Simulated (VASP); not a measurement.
Here is a VASP 6.6.1 calculation.

Contents of INCAR:

```
SYSTEM = Ta3N4
PREC = Accurate
ENCUT = 520
EDIFF = 1E-6
ISMEAR = 0
SIGMA = 0.1
LREAL = .FALSE.
LASPH = .TRUE.
NELM = 60
ALGO = Normal
ISIF = 2
LWAVE = .FALSE.
LCHARG = .FALSE.
GGA = PE
IVDW = 12
NBANDS = 36
```

KPOINTS

```
Automatic mesh
0
G
  12 12 4
  0 0 0
```

Contents of POSCAR:

```
Ta3N4
1.0
    3.1098016491      0.0000000000      0.0000000000
   -1.5549008246      2.6931672289      0.0000000000
    0.0000000000      0.0000000000      9.9765838739
Ta N
3 4
Direct
    0.0000000000      0.0000000000      0.0000000000
    0.0000000000      0.0000000000      0.2816612926
    0.0000000000      0.0000000000      0.7183387074
    0.3333333333      0.6666666667      0.8644096842
    0.6666666667      0.3333333333      0.1355903158
    0.3333333333      0.6666666667      0.3663513585
    0.6666666667      0.3333333333      0.6336486415
```

Potentials or basis: VASP PAW PBE potentials, release 64 (Ta_pv, N).

Launch:

```sh
$ cat potpaw_PBE.64/Ta_pv/POTCAR potpaw_PBE.64/N/POTCAR > POTCAR
$ mpirun -np 1 vasp_std > vasp.out
```

**Question.** What does it give for the largest force?

**Answer.** 0.083 eV/Å.

**Question.** Estimate the band gap on the k mesh.

**Answer.** Zero (an odd number of electrons rules out a gap without spin polarisation).

Forces on the atoms (eV/Å):
```
Ta   0.000  0.000  0.000
Ta   0.000  0.000 -0.033
Ta   0.000  0.000  0.033
N    0.000  0.000  0.019
N    0.000  0.000 -0.019
N    0.000  0.000  0.083
N    0.000  0.000 -0.083
```

Caveat: spin-orbit coupling is left out, which moves the levels of the heavy elements.
